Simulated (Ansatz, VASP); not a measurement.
# BN in VASP and in Ansatz

Contents of POSCAR:

```
BN
1.0
    2.5539396017      0.0031924245      0.0000000000
   -1.2742050802      2.2101803625      0.0000000000
    0.0000000000      0.0000000000      4.2268550000
B N
2 2
Direct
    0.6666666667      0.3333333333      0.9997240000
    0.3333333333      0.6666666667      0.4997240000
    0.6666666667      0.3333333333      0.6252760000
    0.3333333333      0.6666666667      0.1252760000
```

File INCAR.step1:

```
SYSTEM = BN
PREC = Accurate
ENCUT = 520
ISMEAR = 0
SIGMA = 0.05
LREAL = .FALSE.
LASPH = .TRUE.
NELM = 100
NBANDS = 16
GGA = PE
ALGO = Normal
EDIFF = 1E-4
LWAVE = .TRUE.
LCHARG = .FALSE.
```

The input INCAR.step2:

```
SYSTEM = BN
PREC = Accurate
ENCUT = 520
EDIFF = 1E-6
ISMEAR = 0
SIGMA = 0.05
LREAL = .FALSE.
LASPH = .TRUE.
NELM = 100
ALGO = Normal
ISIF = 2
LWAVE = .FALSE.
LCHARG = .FALSE.
METAGGA = R2SCAN
LMIXTAU = .TRUE.
NBANDS = 16
ISTART = 1
```

The input KPOINTS:

```
regular mesh
0
G
  12 12 6
  0 0 0
```

Input for Ansatz:

```yaml
crystal:
  lattice:
    - [2.5539396017, 0.0031924245, 0.0]
    - [-1.2742050802, 2.2101803625, 0.0]
    - [0.0, 0.0, 4.226855]
  atoms:
    - { symbol: B, position: [0.6666666667, 0.3333333333, 0.999724] }
    - { symbol: B, position: [0.3333333333, 0.6666666667, 0.499724] }
    - { symbol: "N", position: [0.6666666667, 0.3333333333, 0.625276] }
    - { symbol: "N", position: [0.3333333333, 0.6666666667, 0.125276] }
basis:
  ecutwfc: 500
kpoints:
  mp_grid: { grid: [12, 12, 6] }
hamiltonian:
  xc: r2scan
scf:
  occupations: { method: gaussian, width: 0.05 }
output:
  forces: true
  stress: true
  eigenvalues: true
  write_density: true
  write_potential: true
  elf: true
  volumetric_format: npy
```

Change from the starting cell: strain +0.0025 x Voigt [0, 0, 0, 0, 0, 1], atoms carried along.

Alike in both runs: task single point; functional r2SCAN; k mesh 12 × 12 × 6; occupations gaussian, width 0.05 eV; no spin polarisation.

|  | VASP | Ansatz |
| --- | --- | --- |
| version | VASP 6.6.1 | Ansatz 0.2.0 |
| potentials or method | VASP PAW PBE potentials, release 64 (B, N), cutoff 520 eV | scalar-relativistic, plane waves, PAW |
| valence electrons in the cell | 16 | 16 |

Ansatz gave:

```
gap on the k mesh at the Fermi level (eV)                     : 5.75
least direct gap on the mesh (eV)                             : 8.94
pressure (GPa)                                                : -4.7
traceless stress, the component that is largest in VASP (GPa) : -1.05
rms of the force components (eV/Å)                            : 0.015
```

Q: Estimate VASP's values.

A: gap on the k mesh at the Fermi level (eV): 5.72; least direct gap on the mesh (eV): 8.91; pressure (GPa): -3.7; traceless stress, the component that is largest in VASP (GPa): -1.05; rms of the force components (eV/Å): 0.013.

VASP's potentials were made for PBE, not for r2SCAN. Atom by atom the forces differ by 0.002 eV/Å (rms over components). With one functional, cell and mesh, what is left measures potentials, basis and numerics.
